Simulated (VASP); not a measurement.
# Ba (Pm-3m) in VASP: a series of runs

The runs below take Ba through single point, with PBE.

Program: VASP 6.6.1. These are calculated values, not measurements. Logs are shortened: lines on timing, memory, paths and dates and some standing lists are left out, and cuts for length are marked.

## Step 1: The cell of the first run

Symmetry: Pm-3m, No. 221, cubic system. The conventional cell has a = 4.083 Å, b = 4.083 Å, c = 4.083 Å, α = 90.00°, β = 90.00°, γ = 90.00°. Ba (site symmetry m-3m) has 6 Ba at 4.08 Å within 5.4 Å.

## Step 2: Single point, PBE

Contents of INCAR:

```
SYSTEM = Ba
PREC = Accurate ; ENCUT = 520
EDIFF = 1E-6 ; ISMEAR = 0
SIGMA = 0.1 ; LREAL = .False.
LASPH = .True. ; NELM = 80
ALGO = Fast ; ISIF = 2
LWAVE = .False. ; LCHARG = .False.
GGA = PE ; NBANDS = 11
```

Contents of KPOINTS:

```
regular mesh
0
Gamma
  4 4 4
  0 0 0
```

Contents of POSCAR:

```
Ba
1.0
    4.0828128978      0.0000000000      0.0000000000
    0.0000000000      4.0828128978      0.0000000000
    0.0000000000      0.0000000000      4.0828128978
Ba
1
Direct
    0.0000000000      0.0000000000      0.0000000000
```

Potentials or basis: VASP PAW PBE potentials, release 64 (Ba_sv).

Launch:

```
cat potpaw_PBE.64/Ba_sv/POTCAR > POTCAR
mpirun -np 1 vasp_std > vasp.out
```

OUTCAR:

```text
SYSTEM = Ba
   PREC = Accurate
   ENCUT = 520
   EDIFF = 1E-6
   ISMEAR = 0
   LREAL = .False.
   LASPH = .True.
   NELM = 80
   ISIF = 2
   GGA = PE

 ion  position               nearest neighbor table
   1  0.000  0.000  0.000-

  LATTYP: Found a simple cubic cell.
 ALAT       =     4.0828128978

  Lattice vectors:

 A1 = (   4.0828128978,   0.0000000000,   0.0000000000)
 A2 = (   0.0000000000,   4.0828128978,   0.0000000000)
 A3 = (   0.0000000000,   0.0000000000,   4.0828128978)

Analysis of symmetry for initial positions (statically):
=====================================================================
 Subroutine PRICEL returns:
 Original cell was already a primitive cell.

 Routine SETGRP: Setting up the symmetry group for a
 simple cubic supercell.

 Subroutine GETGRP returns: Found 48 space group operations
 (whereof 48 operations were pure point group operations)
 out of a pool of 48 trial point group operations.

The static configuration has the point symmetry O_h .

Analysis of symmetry for dynamics (positions and initial velocities):
=====================================================================
 Subroutine PRICEL returns:
 Original cell was already a primitive cell.

 Routine SETGRP: Setting up the symmetry group for a
 simple cubic supercell.

 Subroutine GETGRP returns: Found 48 space group operations
 (whereof 48 operations were pure point group operations)
 out of a pool of 48 trial point group operations.

The dynamic configuration has the point symmetry O_h .

 Subroutine INISYM returns: Found 48 space group operations
 (whereof 48 operations are pure point group operations),
 and found     1 'primitive' translations

----------------------------------------------------------------------------------------

                                     Primitive cell

  volume of cell :      68.0579

  direct lattice vectors                    reciprocal lattice vectors
     4.082812898  0.000000000  0.000000000     0.244929176  0.000000000  0.000000000
     0.000000000  4.082812898  0.000000000     0.000000000  0.244929176  0.000000000
     0.000000000  0.000000000  4.082812898     0.000000000  0.000000000  0.244929176

  length of vectors
     4.082812898  4.082812898  4.082812898     0.244929176  0.244929176  0.244929176

[... 66 lines left out ...]
   NSW    =      0    number of steps for IOM
   IBRION =     -1    ionic relax: 0-MD 1-quasi-New 2-CG
   NFREE  =      0    steps in history (QN), initial steepest desc. (CG)
   ISIF   =      2    stress and relaxation
   ISYM   =      2    0-nonsym 1-usesym 2-fastsym
   POTIM  = 0.5000    time-step for ionic-motion
   TEBEG  =    0.0;   TEEND  =   0.0 temperature during run
   PSTRESS=    0.0 pullay stress
   NELECT =      10.0000    total number of electrons
   NUPDOWN=      -1.0000    fix difference up-down
   EMIN   =  10.00;   EMAX   =-10.00  energy-range for DOS
   EFERMI =   0.00;   METHOD = LEGACY
   ISMEAR =     0;   SIGMA  =   0.10  broadening in eV -4-tet -1-fermi 0-gaus
   EFERMI_NEDOS =   21; number of points for ismear=-14 and -15
   IALGO  =     68    algorithm
   IMIX   =      4    mixing-type and parameters
     AMIX     =   0.40;   BMIX     =  1.00
     AMIX_MAG =   1.60;   BMIX_MAG =  1.00
  volume/ion in A,a.u.               =      68.06       459.28
  Fermi-wavevector in a.u.,A,eV,Ry     =   0.863871  1.632479 10.153652  0.746272
  Thomas-Fermi vector in A             =   1.981884
   LORBIT       =      0    0 simple, 1 ext, 2 COOP (PROOUT), +10 PAW based schemes
   GGA     = PE    functional components
   LHFCALC =     F    Hartree Fock is set to
   AEXX    =    0.0000 exact exchange contribution
   IVDW    =     0    specifies the selected vdW correction
   LEPSILON=     F    determine dielectric tensor
   LRPA    =     F    only Hartree local field effects (RPA)
 non-spin polarized calculation
 RMM-DIIS sequential band-by-band and
 Gauss-broadening in eV      SIGMA  =   0.10
  energy-cutoff  :      520.00
  volume of cell :       68.06
 maximum number of plane-waves:      1856
   NGX = 15   NGY = 15   NGZ = 15

 number of electron      10.0000000 magnetization

 Free energy of the ion-electron system (eV)
  ---------------------------------------------------
  ext. energy  EPLUGINS =         0.00000000
  ---------------------------------------------------
  free energy    TOTEN  =        -1.54218011 eV

  energy without entropy =       -1.52544874  energy(sigma->0) =       -1.53381443

 E-fermi :   1.2666     XC(G=0):  -7.1461

 val. band max:        1.1930769427   @ k =   0.5000   0.2500   0.2500
 cond. band min:       1.3177900576   @ k =   0.5000   0.2500   0.0000
 fundamental gap:      0.1247131149
 Fermi energy:         1.2665981455

 k-point     1 :       0.0000    0.0000    0.0000
  band No.  band energies     occupation
      1     -27.9562      2.00000
      2     -12.8690      2.00000
      3     -12.8690      2.00000
      4     -12.8690      2.00000
      5      -1.2100      2.00000
      6       1.4303      0.02060
      7       1.4303      0.02060
      8       5.7276      0.00000
      9       5.7276      0.00000
     10       5.7276      0.00000
     11       8.3810      0.00000
[... 113 lines left out ...]
 k-point    10 :       0.5000    0.5000    0.5000
  band No.  band energies     occupation
      1     -27.8400      2.00000
      2     -13.2571      2.00000
      3     -13.2571      2.00000
      4     -13.2571      2.00000
      5       1.3694      0.14610
      6       1.3694      0.14610
      7       1.3694      0.14610
      8       5.1751      0.00000
      9       7.2563      0.00000
     10       7.2710      0.00000
     11       7.2721      0.00000

------------------------ aborting loop because EDIFF is reached ----------------------------------------

  FORCE on cell =-STRESS in cart. coord.  units (eV):
  Direction    XX          YY          ZZ          XY          YZ          ZX
  --------------------------------------------------------------------------------------
  -------------------------------------------------------------------------------------
  Total       -0.3386140     -0.3386140     -0.3386140      0.0000000     -0.0000000      0.0000000
  in kB       -7.9714459     -7.9714459     -7.9714459      0.0000000     -0.0000000      0.0000000
  external PRESSURE =      -7.9714459 kB  Pullay stress =       0.0000000 kB

 VOLUME and BASIS-vectors are now :
 -----------------------------------------------------------------------------
  energy-cutoff  :      520.00
  volume of cell :       68.06
      direct lattice vectors                 reciprocal lattice vectors
     4.082812898  0.000000000  0.000000000     0.244929176  0.000000000  0.000000000
     0.000000000  4.082812898  0.000000000     0.000000000  0.244929176  0.000000000
     0.000000000  0.000000000  4.082812898     0.000000000  0.000000000  0.244929176

 POSITION                                       TOTAL-FORCE (eV/Angst)
 -----------------------------------------------------------------------------------
      0.00000      0.00000      0.00000         0.000000      0.000000      0.000000
 -----------------------------------------------------------------------------------
    total drift:                               -0.000000      0.000000     -0.000000

  FREE ENERGIE OF THE ION-ELECTRON SYSTEM (eV)
  ---------------------------------------------------
  free  energy   TOTEN  =        -1.5421801072 eV

  energy  without entropy=       -1.5254487438  energy(sigma->0) =       -1.53381443
```

stdout:

```text
POSCAR found type information on POSCAR Ba
 POSCAR found :  1 types and       1 ions
 scaLAPACK will be used
 LDA part: xc-table for (Slater+PW92), standard interpolation
 POSCAR, INCAR and KPOINTS ok, starting setup
 FFT: planning ... GRIDC
 FFT: planning ... GRID_SOFT
 FFT: planning ... GRID
 WAVECAR not read
 entering main loop
```

It took 14 s on 1 thread of Intel Xeon Platinum 8259CL at 2.50GHz (Skylake/Cascade Lake), shared host; peak memory 0.15 GiB.

What came out:

| Item | Value |
| --- | --- |
| Free energy | -1.5422 eV |
| Pressure | -0.8 GPa |
| Band gap on the k mesh | zero (band 5 reaches 1.37 eV, above the bottom of band 6 at 1.32 eV) |

Levels at points of the mesh, in eV from the Fermi level:
| k point | band 2 | band 3 | band 4 | band 5 | band 6 | band 7 | band 8 | band 9 |
| --- | --- | --- | --- | --- | --- | --- | --- | --- |
| (0.00, 0.00, 0.00) | -14.14 | -14.14 | -14.14 | -2.48 | 0.16 | 0.16 | 4.46 | 4.46 |
| (0.50, 0.00, 0.00) | -14.67 | -14.09 | -14.09 | -0.70 | 0.67 | 0.68 | 2.50 | 2.50 |
| (0.50, 0.50, 0.00) | -14.59 | -14.59 | -14.04 | -0.76 | 0.65 | 2.93 | 2.93 | 3.03 |
| (0.50, 0.50, 0.50) | -14.52 | -14.52 | -14.52 | 0.10 | 0.10 | 0.10 | 3.91 | 5.99 |

Caveat: the k points lie up to 0.38 Å⁻¹ apart; spin-orbit coupling is left out, which moves the levels of the heavy elements.

## Step 3: Single point, PBE

This run uses another cell than the first one, of 61.47 Å³/atom, 0.903 times its volume.

Contents of INCAR:

```
SYSTEM = Ba
PREC = Accurate
ENCUT = 520
EDIFF = 1E-6
ISMEAR = 0
SIGMA = 0.1
LREAL = .FALSE.
LASPH = .TRUE.
NELM = 100
ALGO = Fast
ISIF = 2
LWAVE = .FALSE.
LCHARG = .FALSE.
GGA = PE
NBANDS = 11
```

Contents of KPOINTS:

```
Automatic mesh
0
G
  14 14 14
  0 0 0
```

Contents of POSCAR:

```
Ba
1.0
    3.9465746316      0.0000000000      0.0000000000
    0.0000000000      3.9465746316      0.0000000000
    0.0000000000      0.0000000000      3.9465746316
Ba
1
Direct
    0.0000000000      0.0000000000      0.0000000000
```

Potentials or basis: VASP PAW PBE potentials, release 64 (Ba_sv).

Launch:

```
cat potpaw_PBE.64/Ba_sv/POTCAR > POTCAR
mpirun -np 1 vasp_std > vasp.out
```

It took 99 s on 1 thread of Intel Xeon Platinum 8259CL at 2.50GHz (Skylake/Cascade Lake), shared host; peak memory 0.21 GiB.

The run converged. Its results:

| Property | Result |
| --- | --- |
| Free energy | -1.5998 eV |
| Pressure | 0.1 GPa |
| Band gap on the k mesh | zero (band 5 reaches 1.70 eV, above the bottom of band 6 at 1.61 eV) |

Levels at points of the mesh, in eV from the Fermi level:
```
           k point  band 3  band 4  band 5  band 6  band 7  band 8
(0.00, 0.00, 0.00)  -14.00  -14.00   -2.58    0.04    0.04    4.86
(0.50, 0.00, 0.00)  -13.93  -13.93   -0.70    0.61    0.80    2.62
(0.50, 0.50, 0.00)  -14.61  -13.87   -1.00    0.70    3.11    3.11
(0.50, 0.50, 0.50)  -14.51  -14.51   -0.05   -0.05   -0.05    3.94
```

Caveat: spin-orbit coupling is left out, which moves the levels of the heavy elements.
